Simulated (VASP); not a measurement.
The system is BaZrO3.

```xyz
5
Lattice="4.1797 0.0000 0.0000 0.0000 4.1797 0.0000 0.0000 0.0000 4.2778" Properties=species:S:1:pos:R:3 pbc="T T T"
Ba    0.0000    0.0000    3.6733
Zr    2.0898    2.0898    2.8455
O     0.0000    2.0898    1.7274
O     2.0898    0.0000    1.7274
O     2.0898    2.0898    0.7210
```

| Property | Result |
| --- | --- |
| Program | VASP 6.6.1 |
| Task | relaxation of cell and atoms |
| Functional | PBE |
| Potentials or basis | VASP PAW PBE potentials, release 64 (Ba_sv, Zr_sv, O) |
| Cutoff | 600 eV |
| k mesh | 4 × 4 × 4 |
| Occupations | gaussian, width 0.1 eV |
| Spin | no spin polarisation |

At the start: pressure -0.9 GPa; volume 14.95 Å³/atom.

Question: Where does the relaxation end?

Answer: Over 23 steps the energy falls by 1658.7 meV/atom and the volume is 15.21 Å³/atom (+1.8 %); space group P4mm (No. 99, to 0.05 Å).

Step by step:
```
step  energy change (eV)  largest force (eV/Å)  pressure (GPa)  volume (Å³)
   1              0.0000                6.2466           -0.89        74.73
   2             -3.8195                3.7003           24.09        72.41
   3             -4.0943                3.5908           16.28        73.04
   4             -6.8902                1.3151          -11.88        88.69
   5             -6.8902                1.3575          -11.62        88.45
   6             -8.1008                0.7840           -2.38        78.25
   7             -8.1270                0.8444           -0.25        76.86
   8             -8.1274                0.8836            0.11        76.64
   9             -8.2194                0.5232           -0.15        76.53
  10             -8.2475                0.3160            0.30        76.41
  11             -8.2476                0.3074            0.33        76.40
  12             -8.2580                0.2206           -0.71        76.81
  13             -8.2634                0.1947           -2.40        77.53
  14             -8.2666                0.2028           -2.27        77.42
  15             -8.2747                0.2249           -1.84        77.09
  16             -8.2836                0.2545           -0.85        76.44
  17             -8.2840                0.2580           -0.49        76.24
  18             -8.2875                0.2141           -0.19        76.07
  19             -8.2916                0.1076            0.66        75.63
  20             -8.2928                0.0768            0.22        75.86
  21             -8.2932                0.0464           -0.26        76.10
  22             -8.2932                0.0504           -0.21        76.06
  23             -8.2936                0.0371           -0.15        76.04
```

Final structure:
```cif
data_structure
_symmetry_space_group_name_H-M 'P 1'
_symmetry_Int_Tables_number 1
_cell_length_a 4.2334
_cell_length_b 4.2334
_cell_length_c 4.2431
_cell_angle_alpha 90.000
_cell_angle_beta 90.000
_cell_angle_gamma 90.000
_cell_volume 76.04
loop_
_atom_site_label
_atom_site_type_symbol
_atom_site_fract_x
_atom_site_fract_y
_atom_site_fract_z
_atom_site_occupancy
Ba1 Ba 0.00000 0.00000 0.99339 1
Zr1 Zr 0.50000 0.50000 0.49608 1
O1 O 0.00000 0.50000 0.50468 1
O2 O 0.50000 0.00000 0.50468 1
O3 O 0.50000 0.50000 0.00117 1
```
